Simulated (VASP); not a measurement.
Input of a VASP 6.6.1 run:

File INCAR:

```
PREC = Accurate
ENCUT = 520
EDIFF = 1E-6
ISMEAR = 0
SIGMA = 0.15
LREAL = False
LASPH = True
NELM = 80
ALGO = Fast
ISIF = 2
LWAVE = False
LCHARG = False
GGA = PS
NBANDS = 18
```

KPOINTS

```
regular mesh
0
Gamma
  24 24 12
```

POSCAR

```
Au
1.0
    1.4100150311     -2.5421731299      0.0000000000
    1.4100150311      2.5421731299      0.0000000000
    0.0000000000      0.0000000000      4.8006775662
Au
2
Direct
    0.6638639510      0.3361360490      0.2500000000
    0.3361360490      0.6638639510      0.7500000000
```

Potentials or basis: VASP PAW PBE potentials, release 64 (Au).

Run with:

```sh
$ cat potpaw_PBE.64/Au/POTCAR > POTCAR
$ mpirun -np 1 vasp_std > vasp.out
```

**Question.** Estimate the band gap on the k mesh.

**Answer.** Zero (bands 11 and 12 overlap by 6.66 eV).

**Question.** What does it give for the largest force?

**Answer.** 0.012 eV/Å.

Forces in eV/Å, atoms in the order of the input:
```
Au   0.000  0.012  0.000
Au   0.000 -0.012  0.000
```

Caveat: the cell differs from its parent crystal (strain +0.0100 x Voigt [0, 1, 0, 0, 0, 0]); the PAW data sets were made with another functional, which shifts forces and pressure a little; spin-orbit coupling is left out, which moves the levels of the heavy elements.
